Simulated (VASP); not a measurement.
# ZrC: single point with PBEsol

The system is ZrC.

```xyz
2
Lattice="0.0000 2.3150 2.4207 2.3150 0.0000 2.4207 2.3150 2.3150 0.0000" Properties=species:S:1:pos:R:3 pbc="T T T"
Zr    2.3150    2.3150    2.4207
C     0.0000    0.0000    0.0000
```

This cell differs from its parent crystal: strain -0.015 along x and y, +0.030 along z.

```
Program             : VASP 6.6.1
Task                : single point
Functional          : PBEsol
Potentials or basis : VASP PAW PBE potentials, release 64 (Zr_sv, C)
Cutoff              : 520 eV
k mesh              : 18 × 18 × 18
Occupations         : gaussian, width 0.15 eV
Spin                : no spin polarisation
```

```json
{
 "Pressure": "-3.2 GPa",
 "Band gap on the k mesh": "zero (band 8 reaches 10.53 eV, above the bottom of band 9 at 9.10 eV)"
}
```

Stress tensor (GPa, compression positive):
```
  1.87   0.00   0.00
  0.00   1.87   0.00
  0.00   0.00 -13.39
```

Levels at points of the mesh, in eV from the Fermi level:
| k point | band 4 | band 5 | band 6 | band 7 | band 8 | band 9 | band 10 | band 11 | band 12 | band 13 |
| --- | --- | --- | --- | --- | --- | --- | --- | --- | --- | --- |
| (0.00, 0.00, 0.00) | -25.71 | -11.30 | 0.76 | 0.79 | 1.01 | 1.01 | 1.20 | 1.20 | 2.43 | 3.05 |
| (0.50, 0.00, 0.00) | -25.76 | -8.16 | -5.35 | -3.02 | -2.94 | 4.36 | 4.64 | 5.37 | 6.44 | 9.64 |
| (0.50, 0.50, 0.00) | -25.96 | -10.14 | -2.39 | -1.78 | 0.21 | 0.21 | 4.45 | 5.64 | 5.64 | 7.74 |
| (0.50, 0.00, 0.50) | -26.02 | -10.12 | -1.91 | -1.85 | -0.12 | 0.09 | 4.41 | 5.41 | 5.92 | 8.25 |

Wall time 74 s on 1 thread of Intel(R) Xeon(R) 6975P-C (Granite Rapids) (shared host), peak memory 0.3 GiB.

Caveat: the cell differs from its parent crystal (strain -0.015 along x and y, +0.030 along z); the PAW data sets were made with another functional, which shifts forces and pressure a little.
